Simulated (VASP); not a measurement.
# BiSbS4 (P6/mmm) in VASP: relaxation of cell and atoms with PBE

Aim: the relaxation of cell and atoms of BiSbS4 with PBE.

All numbers are computed with VASP 6.6.1; they aren't measurements. Logs are shortened: lines on timing, memory, paths and dates and some standing lists are left out, and cuts for length are marked.

## Step 1: The cell of the first run

The structure is hexagonal, space group P6/mmm (No. 191). The conventional cell has a = 4.202 Å, b = 4.202 Å, c = 8.323 Å, α = 90.00°, β = 90.00°, γ = 120.00°. Within 4.3 Å of Sb (site symmetry 6/mmm) lie 12 S at 3.18 Å and 2 Bi at 4.16 Å and 6 Sb at 4.20 Å. Bi (site symmetry 6/mmm) has 12 S at 3.21 Å and 2 Sb at 4.16 Å and 6 Bi at 4.20 Å within 4.3 Å. S (site symmetry 3m) has 3 S at 2.43 Å and 3 Sb at 3.18 Å and 3 Bi at 3.21 Å within 3.3 Å.

The cell was generated, and may not be a known phase.

## Step 2: Relaxation of cell and atoms, PBE

INCAR reads:

```
PREC = Accurate
ENCUT = 600
EDIFF = 1E-7
ISMEAR = 0
SIGMA = 0.1
LREAL = F
LASPH = T
NELM = 80
ALGO = Normal
ISIF = 3
LWAVE = F
LCHARG = F
GGA = PE
IBRION = 2
NSW = 100
EDIFFG = -0.01
```

KPOINTS reads:

```
Automatic mesh
0
Gamma
  12 12 6
```

POSCAR reads:

```
BiSbS4
1.0
    4.2024312100      0.0000000000      0.0000000000
   -2.1012156100      3.6394121900      0.0000000000
    0.0000000000      0.0000000000      8.3228250100
Sb Bi S
1 1 4
Direct
    0.0000000000      0.0000000000      0.0000000000
    0.0000000000      0.0000000000      0.5000000000
    0.3333333300      0.6666666700      0.7531560100
    0.3333333300      0.6666666700      0.2468439900
    0.6666666700      0.3333333300      0.7531560100
    0.6666666700      0.3333333300      0.2468439900
```

Potentials or basis: VASP PAW PBE potentials, release 64 (Sb, Bi_d, S).

Command:

```console
$ cat potpaw_PBE.64/Sb/POTCAR potpaw_PBE.64/Bi_d/POTCAR potpaw_PBE.64/S/POTCAR > POTCAR
$ mpirun -np 1 vasp_std > vasp.out
```

OUTCAR:

```text
PREC = Accurate
   ENCUT = 600
   EDIFF = 1E-7
   ISMEAR = 0
   LREAL = F
   LASPH = T
   NELM = 80
   ISIF = 3
   GGA = PE
   IBRION = 2
   NSW = 100
   EDIFFG = -0.01

 ion  position               nearest neighbor table
   1  0.000  0.000  0.000-   3 3.18   4 3.18   5 3.18   6 3.18   5 3.18   6 3.18   3 3.18   4 3.18
                             5 3.18   6 3.18   3 3.18   4 3.18
   2  0.000  0.000  0.500-   3 3.21   4 3.21   5 3.21   6 3.21   5 3.21   6 3.21   3 3.21   4 3.21
                             5 3.21   6 3.21   3 3.21   4 3.21
   3  0.333  0.667  0.753-   5 2.43   5 2.43   5 2.43   1 3.18   1 3.18   1 3.18   2 3.21   2 3.21
                             2 3.21
   4  0.333  0.667  0.247-   6 2.43   6 2.43   6 2.43   1 3.18   1 3.18   1 3.18   2 3.21   2 3.21
                             2 3.21
   5  0.667  0.333  0.753-   3 2.43   3 2.43   3 2.43   1 3.18   1 3.18   1 3.18   2 3.21   2 3.21
                             2 3.21
   6  0.667  0.333  0.247-   4 2.43   4 2.43   4 2.43   1 3.18   1 3.18   1 3.18   2 3.21   2 3.21
                             2 3.21

  LATTYP: Found a hexagonal cell.
 ALAT       =     4.2024312100
 C/A-ratio  =     1.9804785835

  Lattice vectors:

 A1 = (   4.2024312100,   0.0000000000,   0.0000000000)
 A2 = (  -2.1012156100,   3.6394121900,   0.0000000000)
 A3 = (   0.0000000000,   0.0000000000,   8.3228250100)

Analysis of symmetry for initial positions (statically):
=====================================================================
 Subroutine PRICEL returns:
 Original cell was already a primitive cell.

 Routine SETGRP: Setting up the symmetry group for a
 hexagonal supercell.

 Subroutine GETGRP returns: Found 24 space group operations
 (whereof 24 operations were pure point group operations)
 out of a pool of 24 trial point group operations.

The static configuration has the point symmetry D_6h.

Analysis of symmetry for dynamics (positions and initial velocities):
=====================================================================
 Subroutine PRICEL returns:
 Original cell was already a primitive cell.

 Routine SETGRP: Setting up the symmetry group for a
 hexagonal supercell.

 Subroutine GETGRP returns: Found 24 space group operations
 (whereof 24 operations were pure point group operations)
 out of a pool of 24 trial point group operations.

The dynamic configuration has the point symmetry D_6h.

 Subroutine INISYM returns: Found 24 space group operations
 (whereof 24 operations are pure point group operations),
 and found     1 'primitive' translations

----------------------------------------------------------------------------------------

                                     Primitive cell

  volume of cell :     127.2924

  direct lattice vectors                    reciprocal lattice vectors
     4.202431210  0.000000000  0.000000000     0.237957494  0.137384823  0.000000000
    -2.101215610  3.639412190  0.000000000     0.000000000  0.274769646  0.000000000
     0.000000000  0.000000000  8.322825010     0.000000000  0.000000000  0.120151511

  length of vectors
     4.202431210  4.202431216  8.322825010     0.274769647  0.274769646  0.120151511

  position of ions in fractional coordinates (direct lattice)
     0.000000000  0.000000000  0.000000000
     0.000000000  0.000000000  0.500000000
     0.333333330  0.666666670  0.753156010
     0.333333330  0.666666670  0.246843990
     0.666666670  0.333333330  0.753156010
     0.666666670  0.333333330  0.246843990

  ion indices of the primitive-cell ions
   primitive index   ion index
                 1           1
                 2           2
                 3           3
                 4           4
                 5           5
                 6           6

----------------------------------------------------------------------------------------

 KPOINTS: Automatic mesh

Automatic generation of k-mesh.
 Grid dimensions read from file:
 generate k-points for:   12   12    6

 Generating k-lattice:

  Cartesian coordinates                     Fractional coordinates (reciprocal lattice)
     0.019829791  0.011448735  0.000000000     0.083333333  0.000000000  0.000000000
     0.000000000  0.022897471  0.000000000     0.000000000  0.083333333  0.000000000
     0.000000000  0.000000000  0.020025252     0.000000000  0.000000000  0.166666667

  Length of vectors
     0.022897471  0.022897471  0.020025252

  Shift w.r.t. Gamma in fractional coordinates (k-lattice)
     0.000000000  0.000000000  0.000000000

 Subroutine IBZKPT returns following result:
 ===========================================

 Found     76 irreducible k-points:

 Following reciprocal coordinates:
            Coordinates               Weight
  0.000000  0.000000  0.000000      1.000000
  0.083333  0.000000  0.000000      6.000000
  0.166667  0.000000  0.000000      6.000000
  0.250000  0.000000  0.000000      6.000000
  0.333333  0.000000  0.000000      6.000000
  0.416667  0.000000  0.000000      6.000000
[... 16 lines left out ...]
  0.250000  0.000000  0.166667     12.000000
  0.333333  0.000000  0.166667     12.000000
 [... further k-points ...]
   k-points           NKPTS =     76   k-points in BZ     NKDIM =     76   number of bands    NBANDS=     26
   number of dos      NEDOS =    301   number of ions     NIONS =      6
   total plane-waves  NPLWV =  90720
   dimension x,y,z NGX =    36 NGY =   36 NGZ =   70
   dimension x,y,z NGXF=    72 NGYF=   72 NGZF=  140
   ions per type =               1   1   4
   NGX,Y,Z   is equivalent  to a cutoff of  14.24, 14.24, 13.98 a.u.
   NGXF,Y,Z  is equivalent  to a cutoff of  28.48, 28.48, 27.96 a.u.
 SYSTEM =  unknown system
   PREC   = accura    normal or accurate (medium, high low for compatibility)
   ISTART =      0    job   : 0-new  1-cont  2-samecut
   ICHARG =      2    charge: 1-file 2-atom 10-const
   ISPIN  =      1    spin polarized calculation?
   LNONCOLLINEAR =      F non collinear calculations
   LSORBIT =      F    spin-orbit coupling
   LASPH  =      T    aspherical Exc in radial PAW
   ENCUT  =  600.0 eV  44.10 Ry    6.64 a.u.   8.39  8.39 16.62*2*pi/ulx,y,z
   NELM   =     80;   NELMIN=  2; NELMDL= -5     # of ELM steps
   EDIFF  = 0.1E-06   stopping-criterion for ELM
   LREAL  =      F    real-space projection
   EDIFFG = -.1E-01   stopping-criterion for IOM
   NSW    =    100    number of steps for IOM
   IBRION =      2    ionic relax: 0-MD 1-quasi-New 2-CG
   NFREE  =      1    steps in history (QN), initial steepest desc. (CG)
   ISIF   =      3    stress and relaxation
   ISYM   =      2    0-nonsym 1-usesym 2-fastsym
   POTIM  = 0.5000    time-step for ionic-motion
   TEBEG  =    0.0;   TEEND  =   0.0 temperature during run
   PSTRESS=    0.0 pullay stress
   NELECT =      44.0000    total number of electrons
   NUPDOWN=      -1.0000    fix difference up-down
   EMIN   =  10.00;   EMAX   =-10.00  energy-range for DOS
   EFERMI =   0.00;   METHOD = LEGACY
   ISMEAR =     0;   SIGMA  =   0.10  broadening in eV -4-tet -1-fermi 0-gaus
   EFERMI_NEDOS =   21; number of points for ismear=-14 and -15
   IALGO  =     38    algorithm
   IMIX   =      4    mixing-type and parameters
     AMIX     =   0.40;   BMIX     =  1.00
     AMIX_MAG =   1.60;   BMIX_MAG =  1.00
  volume/ion in A,a.u.               =      21.22       143.17
  Fermi-wavevector in a.u.,A,eV,Ry     =   1.148925  2.171153 17.960067  1.320028
  Thomas-Fermi vector in A             =   2.285597
   LORBIT       =      0    0 simple, 1 ext, 2 COOP (PROOUT), +10 PAW based schemes
   GGA     = PE    functional components
   LHFCALC =     F    Hartree Fock is set to
   AEXX    =    0.0000 exact exchange contribution
   IVDW    =     0    specifies the selected vdW correction
   LEPSILON=     F    determine dielectric tensor
   LRPA    =     F    only Hartree local field effects (RPA)
 conjugate gradient relaxation of ions
 non-spin polarized calculation
 Gauss-broadening in eV      SIGMA  =   0.10
  energy-cutoff  :      600.00
  volume of cell :      127.29
 maximum number of plane-waves:      4311
 NGX is ok and might be reduce to    36
   NGX = 17   NGY = 17   NGZ = 33

--------------------------------------- Ionic step        1  -------------------------------------------

 number of electron      44.0000005 magnetization

 Free energy of the ion-electron system (eV)
  ---------------------------------------------------
  ext. energy  EPLUGINS =         0.00000000
  ---------------------------------------------------
  free energy    TOTEN  =       -20.31491431 eV

  energy without entropy =      -20.28724511  energy(sigma->0) =      -20.30107971

------------------------ aborting loop because EDIFF is reached ----------------------------------------

  FORCE on cell =-STRESS in cart. coord.  units (eV):
  Direction    XX          YY          ZZ          XY          YZ          ZX
  --------------------------------------------------------------------------------------
  -------------------------------------------------------------------------------------
  Total        5.0759086      5.0759086     -4.7910823     -0.0000000     -0.0000000      0.0000000
  in kB       63.8883616     63.8883618    -60.3033714     -0.0000001     -0.0000000      0.0000000
  external PRESSURE =      22.4911173 kB  Pullay stress =       0.0000000 kB
[... 65 lines left out ...]
  energy  without entropy=      -20.8609199743  energy(sigma->0) =      -20.87091879

--------------------------------------- Ionic step        3  -------------------------------------------

 number of electron      44.0000003 magnetization

 E-fermi :   5.5862     XC(G=0):  -9.8349

 val. band max:        5.5847328413   @ k =   0.2500   0.1667   0.0000
 cond. band min:       5.5874057230   @ k =   0.1667   0.0000   0.1667
 fundamental gap:      0.0026728817
 Fermi energy:         5.5861917806

 k-point     1 :       0.0000    0.0000    0.0000
  band No.  band energies     occupation
      1     -18.0753      2.00000
      2     -18.0753      2.00000
      3     -18.0571      2.00000
      4     -18.0504      2.00000
      5     -18.0504      2.00000
      6      -8.6288      2.00000
[... 685 lines left out ...]
     25       6.4530      0.00000
     26       6.6426      0.00000

 [... further k-points ...]

------------------------ aborting loop because EDIFF is reached ----------------------------------------

  FORCE on cell =-STRESS in cart. coord.  units (eV):
  Direction    XX          YY          ZZ          XY          YZ          ZX
  --------------------------------------------------------------------------------------
  -------------------------------------------------------------------------------------
  Total       -9.3805993     -9.3805994     -3.1317384      0.0000000     -0.0000000     -0.0000000
  in kB     -103.1496961   -103.1496965    -34.4368050      0.0000002     -0.0000000     -0.0000000
  external PRESSURE =     -80.2453992 kB  Pullay stress =       0.0000000 kB
[... 21 lines left out ...]
  FREE ENERGIE OF THE ION-ELECTRON SYSTEM (eV)
  ---------------------------------------------------
  free  energy   TOTEN  =       -20.8130673340 eV

  energy  without entropy=      -20.7891246164  energy(sigma->0) =      -20.80109598

[... ionic steps 4 to 8 ...]

--------------------------------------- Ionic step        9  -------------------------------------------

 number of electron      44.0000004 magnetization

------------------------ aborting loop because EDIFF is reached ----------------------------------------

  FORCE on cell =-STRESS in cart. coord.  units (eV):
  Direction    XX          YY          ZZ          XY          YZ          ZX
  --------------------------------------------------------------------------------------
  -------------------------------------------------------------------------------------
  Total        0.0012894      0.0012894      0.0897137     -0.0000000      0.0000000      0.0000000
  in kB        0.0164957      0.0164957      1.1477420     -0.0000000      0.0000000      0.0000000
  external PRESSURE =       0.3935778 kB  Pullay stress =       0.0000000 kB
[... 65 lines left out ...]
  energy  without entropy=      -21.5705236284  energy(sigma->0) =      -21.57605387

--------------------------------------- Ionic step       11  -------------------------------------------

 number of electron      44.0000005 magnetization

 Free energy of the ion-electron system (eV)
  ---------------------------------------------------
  ext. energy  EPLUGINS =         0.00000000
  ---------------------------------------------------
  free energy    TOTEN  =       -21.58160631 eV

  energy without entropy =      -21.57054127  energy(sigma->0) =      -21.57607379

 E-fermi :   7.5366     XC(G=0): -10.5097

 val. band max:        7.5360430479   @ k =   0.3333   0.0000   0.1667
 cond. band min:       7.5642207384   @ k =   0.0833   0.0833   0.1667
 fundamental gap:      0.0281776904
 Fermi energy:         7.5366035230

 k-point     1 :       0.0000    0.0000    0.0000
  band No.  band energies     occupation
      1     -16.0588      2.00000
      2     -16.0491      2.00000
      3     -16.0491      2.00000
      4     -16.0449      2.00000
      5     -16.0449      2.00000
      6      -8.0559      2.00000
[... 685 lines left out ...]
     25       8.5898      0.00000
     26       9.2540      0.00000

 [... further k-points ...]

------------------------ aborting loop because EDIFF is reached ----------------------------------------

  FORCE on cell =-STRESS in cart. coord.  units (eV):
  Direction    XX          YY          ZZ          XY          YZ          ZX
  --------------------------------------------------------------------------------------
  -------------------------------------------------------------------------------------
  Total        0.0028821      0.0028821     -0.0218991     -0.0000000      0.0000000      0.0000000
  in kB        0.0368391      0.0368391     -0.2799136     -0.0000000      0.0000000      0.0000000
  external PRESSURE =      -0.0687452 kB  Pullay stress =       0.0000000 kB
[... 21 lines left out ...]
  FREE ENERGIE OF THE ION-ELECTRON SYSTEM (eV)
  ---------------------------------------------------
  free  energy   TOTEN  =       -21.5816063149 eV

  energy  without entropy=      -21.5705412714  energy(sigma->0) =      -21.57607379

 reached required accuracy - stopping structural energy minimisation
```

Wall time 67 min (1 thread of Intel Xeon 8259CL, shared host); peak memory 0.54 GiB.

What came out:

```yaml
Free_energy: -21.5816 eV
Relaxed_volume: 20.89 Å³/atom
Relaxed_cell: a = 4.534 Å, b = 4.534 Å, c = 7.041 Å, α = 90.00°, β = 90.00°, γ = 120.00°
Space_group_after_relaxing_to_0.1_Å: P6/mmm (No. 191)
Energy_gained_by_relaxing: 211.1 meV/atom
Ionic_steps: 11
Pressure_after_relaxing: 0.0 GPa
Largest_force_after_relaxing: 0.008 eV/Å
Band_gap_on_the_k_mesh: zero (bands 22 and 23 overlap by 2.17 eV)
```

Forces in eV/Å, atoms in the order of the input:
```
Sb   0.000  0.000  0.000
Bi   0.000  0.000  0.000
S    0.000  0.000 -0.008
S    0.000  0.000  0.008
S    0.000  0.000 -0.008
S    0.000  0.000  0.008
```

Step by step:
```tsv
step	energy change (eV)	largest force (eV/Å)	pressure (GPa)	volume (Å³)
1	0.0000	0.0753	2.25	127.29
2	-0.5660	0.0250	-0.90	132.58
3	-0.4982	0.0711	-8.02	145.70
4	-0.9612	0.0252	-4.98	138.84
5	-1.1918	0.0399	-3.14	131.33
6	-1.1934	0.0413	-2.97	130.82
7	-1.2663	0.0183	0.05	125.18
8	-1.2664	0.0180	0.08	125.12
9	-1.2666	0.0144	0.04	125.23
10	-1.2667	0.0107	-0.01	125.35
11	-1.2667	0.0080	-0.01	125.35
```

Final structure:
```cif
data_structure
_symmetry_space_group_name_H-M 'P 1'
_symmetry_Int_Tables_number 1
_cell_length_a 4.5338
_cell_length_b 4.5338
_cell_length_c 7.0413
_cell_angle_alpha 90.000
_cell_angle_beta 90.000
_cell_angle_gamma 120.000
_cell_volume 125.35
loop_
_atom_site_label
_atom_site_type_symbol
_atom_site_fract_x
_atom_site_fract_y
_atom_site_fract_z
_atom_site_occupancy
Sb1 Sb 0.00000 0.00000 0.00000 1
Bi1 Bi 0.00000 0.00000 0.50000 1
S1 S 0.33333 0.66667 0.75377 1
S2 S 0.33333 0.66667 0.24623 1
S3 S 0.66667 0.33333 0.75377 1
S4 S 0.66667 0.33333 0.24623 1
```

Levels at points of the mesh, in eV from the Fermi level:
```tsv
k point	band 19	band 20	band 21	band 22	band 23	band 24	band 25	band 26
(0.00, 0.00, 0.00)	-2.74	-1.83	-1.68	-1.14	-1.14	0.28	0.28	0.41
(0.50, 0.00, 0.00)	-1.10	-0.98	-0.75	0.19	0.82	0.91	1.13	1.21
(0.00, 0.00, 0.50)	-2.70	-2.59	-2.59	-0.79	-0.68	0.86	1.33	2.51
(0.50, 0.00, 0.50)	-1.79	-0.21	-0.17	0.49	0.70	1.01	1.03	1.18
```

Caveat: a cell axis changed by over 15 % at a fixed basis, so the end point is rough; spin-orbit coupling is left out, which moves the levels of the heavy elements.

The gap in the log of VASP goes by the Fermi energy; the results here count the filled bands.